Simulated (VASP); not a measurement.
Write the native input for VASP 6.6.1 that does the following.

| Property | Result |
| --- | --- |
| Task | single point |
| Functional | PBE |
| Potentials or basis | VASP PAW PBE potentials, release 64 (Zr_sv, Si, O) |
| Cutoff | 520 eV |
| k mesh | 6 × 6 × 4 |
| Occupations | gaussian, width 0.02 eV |
| Spin | no spin polarisation |
| Dipole correction | no |
| Further INCAR settings | ALGO = Normal; EDIFF = 1e-06; NBANDS = 38 |

The structure of ZrSi2O6 lies in POSCAR:

```
ZrSi2O6
1.0
    4.9873216288     -2.5034147322     -0.0015003007
    4.9873216288      2.5034147322     -0.0015003007
   -0.1839548396      0.0000000000      5.8948133057
Zr Si O
1 2 6
Direct
    0.5428078073      0.4571921927      0.5000000000
    0.9861986439      0.5196803282      0.1547172831
    0.4803196718      0.0138013561      0.8452827169
    0.8754238769      0.3712742194      0.3160867937
    0.1537576265      0.3065221915      0.9307596334
    0.6287257806      0.1245761231      0.6839132063
    0.2083288760      0.5687884607      0.2971647480
    0.6934778085      0.8462423735      0.0692403666
    0.4312115393      0.7916711240      0.7028352520
```

These files were run (other wordings do the same):

INCAR

```
PREC = Accurate ; ENCUT = 520
EDIFF = 1E-6 ; ISMEAR = 0
SIGMA = 0.02 ; LREAL = F
LASPH = T ; NELM = 80
ALGO = Normal ; ISIF = 2
LWAVE = F ; LCHARG = T
GGA = PE ; LELF = T
LVHAR = T ; NBANDS = 38
```

KPOINTS

```
Automatic mesh
0
Gamma
  6 6 4
```

Potentials or basis: VASP PAW PBE potentials, release 64 (Zr_sv, Si, O).

The run is started by

```sh
$ cat potpaw_PBE.64/Zr_sv/POTCAR potpaw_PBE.64/Si/POTCAR potpaw_PBE.64/O/POTCAR > POTCAR
$ mpirun -np 1 vasp_std > vasp.out
```

It gave:

| Property | Result |
| --- | --- |
| Pressure | 0.2 GPa |
| Largest force | 0.018 eV/Å |
| Band gap on the k mesh | 5.16 eV (least direct gap 5.40 eV) |

Wall time 8.8 min on 1 thread of Intel Xeon 8259CL (shared host), peak memory 0.41 GiB.
